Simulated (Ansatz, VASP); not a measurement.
# C: VASP beside Ansatz

```
C
1.0
     1.22841    0.70922    3.34632
    -1.22841    0.70922    3.34632
     0.00000   -1.41845    3.34632
C
2
Direct
  0.16644 0.16644 0.16644
  0.83356 0.83356 0.83356
```

Alike in both runs: functional r2SCAN; k mesh 6 × 6 × 6; occupations gaussian, width 0.1 eV; no spin polarisation.

Ansatz relaxed the structure, and its values are those at the end. VASP's run is a single point on that final structure, the one shown.

|  | VASP | Ansatz |
| --- | --- | --- |
| version | VASP 6.6.1 | Ansatz 0.2.0 |
| potentials or method | VASP PAW PBE potentials, release 64 (C), cutoff 520 eV | scalar-relativistic, plane waves, PAW |
| valence electrons in the cell | 8 | 8 |

```tsv
	VASP	Ansatz	Ansatz less VASP
gap on the k mesh at the Fermi level (eV)	0.71	0.71	+0.001
least direct gap on the mesh (eV)	0.71	0.71	+0.001
pressure (GPa)	0.8	0.1	-0.69
```

VASP's potentials were made for PBE, not for r2SCAN.

The k mesh is coarse, so the values compare programs but aren't converged.
